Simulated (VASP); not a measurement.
Here is a VASP 6.6.1 calculation.

The input INCAR:

```
SYSTEM = HW6C6
PREC = Accurate
ENCUT = 520
EDIFF = 1E-6
ISMEAR = -1
SIGMA = 0.1
LREAL = Auto
LASPH = .TRUE.
NELM = 100
ALGO = Normal
ISIF = 2
LWAVE = .FALSE.
LCHARG = .FALSE.
NBANDS = 128
```

The input KPOINTS:

```
regular mesh
0
G
  2 2 1
  0 0 0
```

Contents of POSCAR:

```
HW6C6
1.0
    5.6815000000      0.0000000000      0.0000000000
   -2.8407500000      4.9203230000      0.0000000000
    0.0000000000      0.0000000000     20.9732750000
W C H
12 12 2
Direct
    0.0000000000      0.0000000000      0.0476797257
   -0.0086120702     -0.0176817660      0.1818838498
   -0.0246560529     -0.0195312381      0.3196448814
   -0.0000004879      0.5000078247      0.0476797257
   -0.0019584318      0.4977112275      0.1817408106
   -0.0123887301      0.4912482372      0.3263820267
    0.5000088005      0.0000000000      0.0476797257
    0.4803890138     -0.0185760162      0.1779025927
    0.5133131428      0.0202019258      0.3052789800
    0.5000083126      0.5000078247      0.0476797257
    0.4907294125      0.4895816799      0.1814022846
    0.4730789048      0.4764931083      0.3206175478
    0.3333424250      0.1666760495      0.1141786392
    0.3042337233      0.1281013462      0.2423465100
    0.2791638875      0.1264347889      0.4310724005
    0.3333317752      0.6666635503      0.1141786392
    0.2907687341      0.6580665538      0.2524069322
    0.4647456690      0.8794341347      0.4194576193
    0.8333336245      0.1666760495      0.1141786392
    0.8189529421      0.1685051977      0.2505617268
    1.3578292560      1.0278999976      0.4677142697
    0.8333405757      0.6666635503      0.1141786392
    0.8302723104      0.6640824190      0.2540280428
    0.8154504923      0.6446121525      0.3733084127
   -2.9654243971      4.8700664570      0.8528186466
   -4.5810350085      2.0673236290     -0.1367454534
```

Potentials or basis: VASP PAW LDA potentials, release 64 (W_sv, C, H).

The run is started by

```console
$ cat potpaw_LDA.64/W_sv/POTCAR potpaw_LDA.64/C/POTCAR potpaw_LDA.64/H/POTCAR > POTCAR
$ mpirun -np 1 vasp_std > vasp.out
```

(1) Predict the band gap on the k mesh.

(2) Predict the largest force.

Answers

(1) zero (bands 109 and 110 overlap by 0.23 eV).

(2) 12.763 eV/Å.

Caveat: the k points lie up to 0.64 Å⁻¹ apart; there is no dipole correction, which matters where the two faces differ; spin-orbit coupling is left out, which moves the levels of the heavy elements.
